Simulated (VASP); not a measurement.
The system is Zn.

```
CELL_PARAMETERS angstrom
2.66480 0.00000 0.00000
-1.33240 2.30778 0.00000
0.00000 0.00000 4.94670
ATOMIC_POSITIONS crystal
Zn 0.33333 0.66667 0.25000
Zn 0.66667 0.33333 0.75000
```

| Property | Result |
| --- | --- |
| Program | VASP 6.6.1 |
| Task | relaxation of cell and atoms |
| Functional | PBE |
| Dispersion | D3(BJ) |
| Potentials or basis | VASP PAW PBE potentials, release 64 (Zn) |
| Cutoff | 600 eV |
| k mesh | 18 × 18 × 8 |
| Occupations | gaussian, width 0.1 eV |
| Spin | no spin polarisation |

At the start: pressure -4.5 GPa; volume 15.21 Å³/atom.

Question: How do energy, volume and symmetry change on relaxing?

Answer: Over 11 steps the energy falls by 13.1 meV/atom and the volume is 14.31 Å³/atom (-5.9 %); space group P6_3/mmc (No. 194, to 0.05 Å).

Step by step:
```tsv
step	energy change (eV)	largest force (eV/Å)	pressure (GPa)	volume (Å³)
1	0.0000	0.0000	-4.46	30.42
2	-0.0253	0.0000	0.41	28.59
3	-0.0255	0.0000	-0.02	28.73
4	-0.0255	0.0000	-0.12	28.76
5	-0.0256	0.0000	-0.15	28.75
6	-0.0260	0.0000	-0.12	28.69
7	-0.0260	0.0000	-0.05	28.58
8	-0.0261	0.0000	-0.08	28.65
9	-0.0261	0.0000	-0.07	28.62
10	-0.0261	0.0000	-0.07	28.63
11	-0.0261	0.0000	-0.03	28.63
```

Final structure:
```xyz
2
Lattice="2.6226 0.0000 0.0000 -1.3113 2.2712 0.0000 0.0000 0.0000 4.8059" Properties=species:S:1:pos:R:3 pbc="T T T"
Zn    0.0000    1.5142    1.2015
Zn    1.3113    0.7571    3.6044
```

Caveat: pairwise dispersion overbinds metals, which lowers pressure and volume.
